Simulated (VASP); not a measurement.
Runs of VASP 6.6.1 on NaCl. The structure is that of space group Fm-3m (No. 225), or close to it. The cells are those of the table. 

```tsv
task	level	potentials or basis	cell	k mesh	cutoff (eV)	smearing	gap on the mesh (eV)	pressure (GPa)	relaxed volume (Å³/atom)
single point	LDA	VASP PAW LDA potentials, release 64 (Na_pv, Cl)	a = 3.964 Å, angles 60.0°, 2 atoms	8 × 8 × 8	520	gaussian 0.01 eV	4.77	-2.0	-
single point	PBE	VASP PAW PBE potentials, release 64 (Na_pv, Cl)	a = 4.026 Å, angles 60.0°, 2 atoms	8 × 8 × 8	520	fermi-dirac 0.02 eV	5.00	0.0	-
relaxation of cell and atoms	PBE	VASP PAW PBE potentials, release 64 (Na_pv, Cl)	relaxed from a = 3.974 Å, angles 60.0°, 2 atoms	8 × 8 × 8	600	fermi-dirac 0.02 eV	(b)	0.0	23.14
single point	LDA	VASP PAW LDA potentials, release 64 (Na_pv, Cl)	a = 3.863 Å, angles 60.0°, 2 atoms	8 × 8 × 8	520	fermi-dirac 0.02 eV	5.08	0.0	-
relaxation of cell and atoms	PBEsol	VASP PAW PBE potentials, release 64 (Na_pv, Cl)	relaxed from a = 4.026 Å, angles 60.0°, 2 atoms	8 × 8 × 8	600	fermi-dirac 0.02 eV	5.00	0.0	(a)
relaxation of cell and atoms	r2SCAN	VASP PAW PBE potentials, release 64 (Na_pv, Cl)	relaxed from a = 4.026 Å, angles 60.0°, 2 atoms	8 × 8 × 8	600	fermi-dirac 0.02 eV	6.03	0.0	21.87
relaxation of cell and atoms	LDA	VASP PAW LDA potentials, release 64 (Na_pv, Cl)	relaxed from a = 4.026 Å, angles 60.0°, 2 atoms	8 × 8 × 8	600	fermi-dirac 0.02 eV	5.07	0.0	20.44
dielectric tensor	PBE	VASP PAW PBE potentials, release 64 (Na_pv, Cl)	a = 3.964 Å, angles 60.0°, 2 atoms	6 × 6 × 6	520	gaussian 0.01 eV	5.18	-	-
single point	PBEsol	VASP PAW PBE potentials, release 64 (Na_pv, Cl)	a = 3.959 Å, angles 60.0°, 2 atoms	8 × 8 × 8	520	fermi-dirac 0.02 eV	5.01	0.1	-
single point	r2SCAN	VASP PAW PBE potentials, release 64 (Na_pv, Cl)	a = 3.964 Å, angles 60.0°, 2 atoms	8 × 8 × 8	520	fermi-dirac 0.02 eV	6.00	-0.1	-
single point	PBE	VASP PAW PBE potentials, release 64 (Na_pv, Cl)	a = 3.964 Å, angles 60.0°, 2 atoms	8 × 8 × 8	520	fermi-dirac 0.02 eV	5.18	1.2	-
```

Alike in all rows: no spin polarisation.

Task: Estimate the missing entries.

Result: (a) 22.02; (b) 4.99.

Caveats: the PAW data sets were made with another functional, which shifts forces and pressure a little (at least some runs).

A k mesh can miss the band edges.
